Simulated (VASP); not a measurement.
A run of VASP 6.6.1 is set up as follows.

Contents of POSCAR:

```
Na
1.0
   -1.8882910800      1.8882910800      2.6372766800
    1.8882910800     -1.8882910800      2.6372766800
    1.8882910800      1.8882910800     -2.6372766800
Na
1
Direct
    0.0000000000      0.0000000000      0.0000000000
```

Contents of INCAR.step1:

```
PREC = Accurate
ENCUT = 520
ISMEAR = 1
SIGMA = 0.05
LREAL = False
LASPH = True
NELM = 100
NBANDS = 10
GGA = PE
ALGO = Normal
EDIFF = 1E-4
LWAVE = True
LCHARG = False
```

The input INCAR.step2:

```
PREC = Accurate
ENCUT = 520
EDIFF = 1E-6
ISMEAR = 1
SIGMA = 0.05
LREAL = False
LASPH = True
NELM = 100
ALGO = Normal
ISIF = 2
LWAVE = False
LCHARG = True
METAGGA = R2SCAN
LMIXTAU = True
LELF = True
LVHAR = True
NBANDS = 10
ISTART = 1
```

The input KPOINTS:

```
Automatic mesh
0
Gamma
  6 6 7
```

Potentials or basis: VASP PAW PBE potentials, release 64 (Na_pv).

The run is started by

```console
$ cat potpaw_PBE.64/Na_pv/POTCAR > POTCAR
$ cp INCAR.step1 INCAR
$ mpirun -np 1 vasp_std > vasp.out
$ cp INCAR.step2 INCAR
$ mpirun -np 1 vasp_std > vasp.out
```

Task: Estimate the pressure.

Result: 0.0 GPa.

Task: What does it give for the band gap on the k mesh?

Result: Zero (an odd number of electrons rules out a gap without spin polarisation).

Stress tensor (GPa, compression positive):
```
-0.08  0.00  0.00
 0.00 -0.08  0.00
 0.00  0.00  0.19
```

Caveat: the PAW data sets were made with another functional, which shifts forces and pressure a little.
